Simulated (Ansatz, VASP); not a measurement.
## One calculation of PtSe2, two programs

INCAR

```
SYSTEM = PtSe2
PREC = Accurate ; ENCUT = 520
EDIFF = 1E-6 ; ISMEAR = 0
SIGMA = 0.05 ; LREAL = .False.
LASPH = .True. ; NELM = 100
ALGO = Normal ; ISIF = 2
LWAVE = .False. ; LCHARG = .False.
LDIPOL = .True. ; IDIPOL = 3
DIPOL = 0.5 0.5 0.394 ; GGA = PE
IVDW = 12 ; NBANDS = 31
```

Contents of KPOINTS:

```
regular mesh
0
Gamma
  9 9 1
  0 0 0
```

Contents of POSCAR:

```
PtSe2
1.0
    3.7070357954      0.0000000000      0.0000000000
   -1.8535178977      3.2103871715      0.0000000000
    0.0000000000      0.0000000000     22.7981616618
Se Pt
4 2
Direct
    0.6666666667      0.3333333333      0.1973843359
    0.3333333333      0.6666666667      0.3135814605
    0.3333333333      1.1666666667      0.4741207204
    0.0000000000      1.5000000000      0.5903178450
    0.0000000000      0.0000000000      0.2554828982
   -0.3333333333      0.8333333333      0.5322192827
```

Input for Ansatz:

```yaml
crystal:
  lattice:
    - [3.7070357954, 0.0, 0.0]
    - [-1.8535178977, 3.2103871715, 0.0]
    - [0.0, 0.0, 22.7981616618]
  atoms:
    - { symbol: Se, position: [0.6666666667, 0.3333333333, 0.1973843359] }
    - { symbol: Pt, position: [0.0, 0.0, 0.2554828982] }
    - { symbol: Se, position: [0.3333333333, 0.6666666667, 0.3135814605] }
    - { symbol: Se, position: [0.3333333333, 1.1666666667, 0.4741207204] }
    - { symbol: Pt, position: [-0.3333333333, 0.8333333333, 0.5322192827] }
    - { symbol: Se, position: [0.0, 1.5, 0.590317845] }
basis:
  ecutwfc: 420
kpoints:
  mp_grid: { grid: [9, 9, 1] }
hamiltonian:
  xc: pbe
  pseudopotentials: { kind: paw, azcp: { folder: soft_1 } }
  dispersion: d3bj
scf:
  occupations: { method: gaussian, width: 0.05 }
output:
  forces: true
  eigenvalues: true
efield:
  axis: 3
  dipole_correction: true
  ramp_width: 0.04
```

Alike in both runs: task single point; functional PBE; dispersion D3(BJ); k mesh 9 × 9 × 1; occupations gaussian, width 0.05 eV; no spin polarisation.

```csv
,VASP,Ansatz
version,VASP 6.6.1,Ansatz 0.2.0
potentials or method,"VASP PAW PBE potentials, release 64 (Se, Pt), cutoff 520 eV","scalar-relativistic, plane waves, PAW"
valence electrons in the cell,44,100
```

Ansatz gave:

* gap on the k mesh at the Fermi level (eV): 1.05
* least direct gap on the mesh (eV): 1.21
* rms of the force components (eV/Å): 0.034

Question: Which values does VASP return?

Answer: gap on the k mesh at the Fermi level (eV): 1.04; least direct gap on the mesh (eV): 1.20; rms of the force components (eV/Å): 0.034.

VASP's potentials hold 44 valence electrons a cell and Ansatz's 100, so a difference there can come from the potentials and not from the codes.

Spin-orbit coupling is off throughout.
